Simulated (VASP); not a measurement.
# BN (Qingsongite) (F-43m) in VASP: a series of runs

Runs on BN (Qingsongite). Level: PBE. Tasks: single point.

Program: VASP 6.6.1. These are calculated values, not measurements. Logs are shortened: lines on timing, memory, paths and dates and some standing lists are left out, and cuts for length are marked.

**1. The cell of the first run**

Symmetry: F-43m, No. 216, cubic system. The conventional cell has a = 3.610 Å, b = 3.610 Å, c = 3.610 Å, α = 90.00°, β = 90.00°, γ = 90.00°. B (site symmetry -43m) has 4 N at 1.56 Å within 2.1 Å. N (site symmetry -43m) has 4 B at 1.56 Å within 2.1 Å.

**2. Single point, PBE**

Contents of INCAR:

```
SYSTEM = BN
  ALGO = Normal
  EDIFF = 1E-7
  ENCUT = 520
  GGA = PE
  ISIF = 2
  ISMEAR = 0
  LASPH = .TRUE.
  LCHARG = .FALSE.
  LREAL = .FALSE.
  LWAVE = .FALSE.
  NBANDS = 11
  NELM = 60
  PREC = Accurate
  SIGMA = 0.01
```

Contents of KPOINTS:

```
k-points
0
G
  8 8 8
  0 0 0
```

Contents of POSCAR:

```
BN
1.0
    0.0000000000      1.8048245478      1.8048245478
    1.8048245478      0.0000000000      1.8048245478
    1.8048245478      1.8048245478      0.0000000000
B N
1 1
Direct
    0.0000000000      0.0000000000      0.0000000000
    0.2500000000      0.2500000000      0.2500000000
```

Potentials or basis: VASP PAW PBE potentials, release 64 (B, N).

On the command line:

```bash
> cat potpaw_PBE.64/B/POTCAR potpaw_PBE.64/N/POTCAR > POTCAR
> mpirun -np 1 vasp_std > vasp.out
```

OUTCAR:

```text
SYSTEM = BN
   EDIFF = 1E-7
   ENCUT = 520
   GGA = PE
   ISIF = 2
   ISMEAR = 0
   LASPH = .TRUE.
   LREAL = .FALSE.
   NELM = 60
   PREC = Accurate

 ion  position               nearest neighbor table
   1  0.000  0.000  0.000-   2 1.56   2 1.56   2 1.56   2 1.56
   2  0.250  0.250  0.250-   1 1.56   1 1.56   1 1.56   1 1.56

  LATTYP: Found a face centered cubic cell.
 ALAT       =     3.6096490956

  Lattice vectors:

 A1 = (   0.0000000000,   1.8048245478,   1.8048245478)
 A2 = (   1.8048245478,   0.0000000000,   1.8048245478)
 A3 = (   1.8048245478,   1.8048245478,   0.0000000000)

Analysis of symmetry for initial positions (statically):
=====================================================================
 Subroutine PRICEL returns:
 Original cell was already a primitive cell.

 Routine SETGRP: Setting up the symmetry group for a
 face centered cubic supercell.

 Subroutine GETGRP returns: Found 24 space group operations
 (whereof 24 operations were pure point group operations)
 out of a pool of 48 trial point group operations.

The static configuration has the point symmetry T_d .

Analysis of symmetry for dynamics (positions and initial velocities):
=====================================================================
 Subroutine PRICEL returns:
 Original cell was already a primitive cell.

 Routine SETGRP: Setting up the symmetry group for a
 face centered cubic supercell.

 Subroutine GETGRP returns: Found 24 space group operations
 (whereof 24 operations were pure point group operations)
 out of a pool of 48 trial point group operations.

The dynamic configuration has the point symmetry T_d .

 Subroutine INISYM returns: Found 24 space group operations
 (whereof 24 operations are pure point group operations),
 and found     1 'primitive' translations

----------------------------------------------------------------------------------------

                                     Primitive cell

  volume of cell :      11.7580

  direct lattice vectors                    reciprocal lattice vectors
     0.000000000  1.804824548  1.804824548    -0.277035239  0.277035239  0.277035239
     1.804824548  0.000000000  1.804824548     0.277035239 -0.277035239  0.277035239
     1.804824548  1.804824548  0.000000000     0.277035239  0.277035239 -0.277035239

  length of vectors
     2.552407353  2.552407353  2.552407353     0.479839109  0.479839109  0.479839109

  position of ions in fractional coordinates (direct lattice)
     0.000000000  0.000000000  0.000000000
     0.250000000  0.250000000  0.250000000

  ion indices of the primitive-cell ions
   primitive index   ion index
                 1           1
                 2           2

----------------------------------------------------------------------------------------

 KPOINTS: k-points

Automatic generation of k-mesh.
 Grid dimensions read from file:
 generate k-points for:    8    8    8

 Generating k-lattice:

  Cartesian coordinates                     Fractional coordinates (reciprocal lattice)
    -0.034629405  0.034629405  0.034629405     0.125000000  0.000000000  0.000000000
     0.034629405 -0.034629405  0.034629405     0.000000000  0.125000000  0.000000000
     0.034629405  0.034629405 -0.034629405     0.000000000  0.000000000  0.125000000

  Length of vectors
     0.059979889  0.059979889  0.059979889

  Shift w.r.t. Gamma in fractional coordinates (k-lattice)
     0.000000000  0.000000000  0.000000000

 Subroutine IBZKPT returns following result:
 ===========================================

 Found     29 irreducible k-points:

 Following reciprocal coordinates:
            Coordinates               Weight
  0.000000  0.000000  0.000000      1.000000
  0.125000  0.000000  0.000000      8.000000
  0.250000  0.000000  0.000000      8.000000
  0.375000  0.000000  0.000000      8.000000
  0.500000  0.000000  0.000000      4.000000
  0.125000  0.125000  0.000000      6.000000
[... 16 lines left out ...]
  0.500000  0.250000  0.125000     48.000000
 -0.375000  0.250000  0.125000     24.000000
 [... further k-points ...]
   k-points           NKPTS =     29   k-points in BZ     NKDIM =     29   number of bands    NBANDS=     11
   number of dos      NEDOS =    301   number of ions     NIONS =      2
   total plane-waves  NPLWV =   8000
   dimension x,y,z NGX =    20 NGY =   20 NGZ =   20
   dimension x,y,z NGXF=    40 NGYF=   40 NGZF=   40
   ions per type =               1   1
   NGX,Y,Z   is equivalent  to a cutoff of  13.03, 13.03, 13.03 a.u.
   NGXF,Y,Z  is equivalent  to a cutoff of  26.05, 26.05, 26.05 a.u.
 SYSTEM =  BN
   PREC   = accura    normal or accurate (medium, high low for compatibility)
   ISTART =      0    job   : 0-new  1-cont  2-samecut
   ICHARG =      2    charge: 1-file 2-atom 10-const
   ISPIN  =      1    spin polarized calculation?
   LNONCOLLINEAR =      F non collinear calculations
   LSORBIT =      F    spin-orbit coupling
   LASPH  =      T    aspherical Exc in radial PAW
   ENCUT  =  520.0 eV  38.22 Ry    6.18 a.u.   4.75  4.75  4.75*2*pi/ulx,y,z
   NELM   =     60;   NELMIN=  2; NELMDL= -5     # of ELM steps
   EDIFF  = 0.1E-06   stopping-criterion for ELM
   LREAL  =      F    real-space projection
   EDIFFG = 0.1E-05   stopping-criterion for IOM
   NSW    =      0    number of steps for IOM
   IBRION =     -1    ionic relax: 0-MD 1-quasi-New 2-CG
   NFREE  =      0    steps in history (QN), initial steepest desc. (CG)
   ISIF   =      2    stress and relaxation
   ISYM   =      2    0-nonsym 1-usesym 2-fastsym
   POTIM  = 0.5000    time-step for ionic-motion
   TEBEG  =    0.0;   TEEND  =   0.0 temperature during run
   PSTRESS=    0.0 pullay stress
   NELECT =       8.0000    total number of electrons
   NUPDOWN=      -1.0000    fix difference up-down
   EMIN   =  10.00;   EMAX   =-10.00  energy-range for DOS
   EFERMI =   0.00;   METHOD = LEGACY
   ISMEAR =     0;   SIGMA  =   0.01  broadening in eV -4-tet -1-fermi 0-gaus
   EFERMI_NEDOS =   21; number of points for ismear=-14 and -15
   IALGO  =     38    algorithm
   IMIX   =      4    mixing-type and parameters
     AMIX     =   0.40;   BMIX     =  1.00
     AMIX_MAG =   1.60;   BMIX_MAG =  1.00
  volume/ion in A,a.u.               =       5.88        39.67
  Fermi-wavevector in a.u.,A,eV,Ry     =   1.439881  2.720980 28.208366  2.073256
  Thomas-Fermi vector in A             =   2.558687
   LORBIT       =      0    0 simple, 1 ext, 2 COOP (PROOUT), +10 PAW based schemes
   GGA     = PE    functional components
   LHFCALC =     F    Hartree Fock is set to
   AEXX    =    0.0000 exact exchange contribution
   IVDW    =     0    specifies the selected vdW correction
   LEPSILON=     F    determine dielectric tensor
   LRPA    =     F    only Hartree local field effects (RPA)
 non-spin polarized calculation
 Gauss-broadening in eV      SIGMA  =   0.01
  energy-cutoff  :      520.00
  volume of cell :       11.76
 maximum number of plane-waves:       332
   NGX =  9   NGY =  9   NGZ =  9

 number of electron       7.9999999 magnetization

 Free energy of the ion-electron system (eV)
  ---------------------------------------------------
  ext. energy  EPLUGINS =         0.00000000
  ---------------------------------------------------
  free energy    TOTEN  =       -17.44803983 eV

  energy without entropy =      -17.44803983  energy(sigma->0) =      -17.44803983

 E-fermi :   7.5406     XC(G=0): -12.8439

 val. band max:        7.4579923263   @ k =   0.0000   0.0000   0.0000
 cond. band min:      11.9218733677   @ k =   0.5000   0.5000   0.0000
 fundamental gap:      4.4638810414
 Fermi energy:         7.5406207285

 k-point     1 :       0.0000    0.0000    0.0000
  band No.  band energies     occupation
      1     -12.8234      2.00000
      2       7.4580      2.00000
      3       7.4580      2.00000
      4       7.4580      2.00000
      5      16.2989      0.00000
      6      16.2989      0.00000
      7      16.2989      0.00000
      8      17.8797      0.00000
      9      32.2938      0.00000
     10      35.2804      0.00000
     11      35.2804      0.00000

 k-point     2 :       0.1250    0.0000    0.0000
  band No.  band energies     occupation
      1     -12.4430      2.00000
      2       5.5766      2.00000
      3       7.0758      2.00000
      4       7.0758      2.00000
      5      16.6804      0.00000
      6      16.8724      0.00000
      7      16.8724      0.00000
      8      19.0552      0.00000
      9      31.8239      0.00000
     10      32.1521      0.00000
     11      32.1521      0.00000

 k-point     3 :       0.2500    0.0000    0.0000
  band No.  band energies     occupation
      1     -11.3387      2.00000
      2       1.9624      2.00000
      3       6.3249      2.00000
      4       6.3249      2.00000
      5      17.1512      0.00000
      6      17.8245      0.00000
      7      17.8245      0.00000
      8      21.0877      0.00000
      9      30.9636      0.00000
     10      31.0996      0.00000
     11      31.0996      0.00000

 k-point     4 :       0.3750    0.0000    0.0000
  band No.  band energies     occupation
      1      -9.7068      2.00000
      2      -1.5018      2.00000
      3       5.7267      2.00000
      4       5.7267      2.00000
      5      17.5229      0.00000
      6      18.1861      0.00000
      7      18.1861      0.00000
      8      22.3660      0.00000
      9      30.7707      0.00000
     10      32.6411      0.00000
     11      32.6411      0.00000
[... 239 lines left out ...]
 k-point    22 :       0.3750    0.2500    0.1250
  band No.  band energies     occupation
      1     -10.3977      2.00000
      2       1.7395      2.00000
      3       3.5024      2.00000
      4       5.4280      2.00000
      5      16.0510      0.00000
      6      19.3582      0.00000
      7      20.1157      0.00000
      8      20.8270      0.00000
      9      26.9902      0.00000
     10      33.2157      0.00000
     11      34.8795      0.00000

 k-point    23 :       0.5000    0.2500    0.1250
  band No.  band energies     occupation
      1      -8.8730      2.00000
      2      -0.7929      2.00000
      3       2.6877      2.00000
      4       4.4969      2.00000
      5      16.8702      0.00000
      6      18.8642      0.00000
      7      21.2538      0.00000
      8      22.1483      0.00000
      9      27.6062      0.00000
     10      32.7473      0.00000
     11      35.0371      0.00000

 k-point    24 :      -0.3750    0.2500    0.1250
  band No.  band energies     occupation
      1      -7.8790      2.00000
      2      -2.2747      2.00000
      3       2.6162      2.00000
      4       3.9918      2.00000
      5      17.0661      0.00000
      6      18.6790      0.00000
      7      21.8900      0.00000
      8      23.2899      0.00000
      9      26.9656      0.00000
     10      33.3767      0.00000
     11      35.0202      0.00000

 [... further k-points ...]

------------------------ aborting loop because EDIFF is reached ----------------------------------------

  FORCE on cell =-STRESS in cart. coord.  units (eV):
  Direction    XX          YY          ZZ          XY          YZ          ZX
  --------------------------------------------------------------------------------------
  -------------------------------------------------------------------------------------
  Total        0.3686088      0.3686088      0.3686088     -0.0000000      0.0000000     -0.0000000
  in kB       50.2274716     50.2274716     50.2274716     -0.0000000      0.0000000     -0.0000000
  external PRESSURE =      50.2274716 kB  Pullay stress =       0.0000000 kB

 VOLUME and BASIS-vectors are now :
 -----------------------------------------------------------------------------
  energy-cutoff  :      520.00
  volume of cell :       11.76
      direct lattice vectors                 reciprocal lattice vectors
     0.000000000  1.804824548  1.804824548    -0.277035239  0.277035239  0.277035239
     1.804824548  0.000000000  1.804824548     0.277035239 -0.277035239  0.277035239
     1.804824548  1.804824548  0.000000000     0.277035239  0.277035239 -0.277035239

 POSITION                                       TOTAL-FORCE (eV/Angst)
 -----------------------------------------------------------------------------------
      0.00000      0.00000      0.00000         0.000000      0.000000      0.000000
      0.90241      0.90241      0.90241        -0.000000     -0.000000     -0.000000
 -----------------------------------------------------------------------------------
    total drift:                                0.000000      0.000000      0.000000

  FREE ENERGIE OF THE ION-ELECTRON SYSTEM (eV)
  ---------------------------------------------------
  free  energy   TOTEN  =       -17.4480398302 eV

  energy  without entropy=      -17.4480398302  energy(sigma->0) =      -17.44803983
```

It took 4.1 s on 1 thread of Intel Xeon Platinum 8259CL at 2.50GHz (Skylake/Cascade Lake), shared host; peak memory 0.12 GiB.

What came out:

| Property | Result |
| --- | --- |
| Free energy | -17.4480 eV |
| Pressure | 5.0 GPa |
| Band gap on the k mesh | 4.46 eV, indirect (least direct gap 8.84 eV) |

Levels at points of the mesh, in eV from the valence-band top:
| k point | band 1 | band 2 | band 3 | band 4 | band 5 | band 6 | band 7 | band 8 | band 9 |
| --- | --- | --- | --- | --- | --- | --- | --- | --- | --- |
| (0.00, 0.00, 0.00) | -20.28 | 0.00 | 0.00 | 0.00 | 8.84 | 8.84 | 8.84 | 10.42 | 24.84 |
| (0.50, 0.00, 0.00) | -16.04 | -10.73 | -1.95 | -1.95 | 10.20 | 10.73 | 10.73 | 15.30 | 23.52 |
| (0.50, 0.50, 0.00) | -14.67 | -8.94 | -4.93 | -4.93 | 4.46 | 9.26 | 17.99 | 17.99 | 20.86 |

**3. Single point, PBE**

Contents of INCAR:

```
  PREC = Accurate
  ENCUT = 520
  EDIFF = 1E-7
  ISMEAR = 0
  SIGMA = 0.01
  LREAL = F
  LASPH = T
  NELM = 100
  ALGO = Normal
  ISIF = 2
  LWAVE = F
  LCHARG = F
  GGA = PE
  NBANDS = 11
```

Contents of KPOINTS:

```
regular mesh
0
Gamma
  8 8 8
```

POSCAR is that of step 2.

Potentials or basis: VASP PAW PBE potentials, release 64 (B, N).

On the command line:

```bash
> cat potpaw_PBE.64/B/POTCAR potpaw_PBE.64/N/POTCAR > POTCAR
> mpirun -np 1 vasp_std > vasp.out
```

It took 4.3 s on 1 thread of Intel Xeon Platinum 8259CL at 2.50GHz (Skylake/Cascade Lake), shared host; peak memory 0.12 GiB.

It converged, with:

```
Free energy            : -17.4480 eV
Pressure               : 5.0 GPa
Band gap on the k mesh : 4.46 eV, indirect (least direct gap 8.84 eV)
```

Levels at points of the mesh, in eV from the valence-band top:
```tsv
k point	band 1	band 2	band 3	band 4	band 5	band 6	band 7	band 8	band 9
(0.00, 0.00, 0.00)	-20.28	0.00	0.00	0.00	8.84	8.84	8.84	10.42	24.84
(0.50, 0.00, 0.00)	-16.04	-10.73	-1.95	-1.95	10.20	10.73	10.73	15.30	23.52
(0.50, 0.50, 0.00)	-14.67	-8.94	-4.93	-4.93	4.46	9.26	17.99	17.99	20.86
```

A k mesh can miss the band edges. As with any semilocal functional, this PBE gap is likely too small.
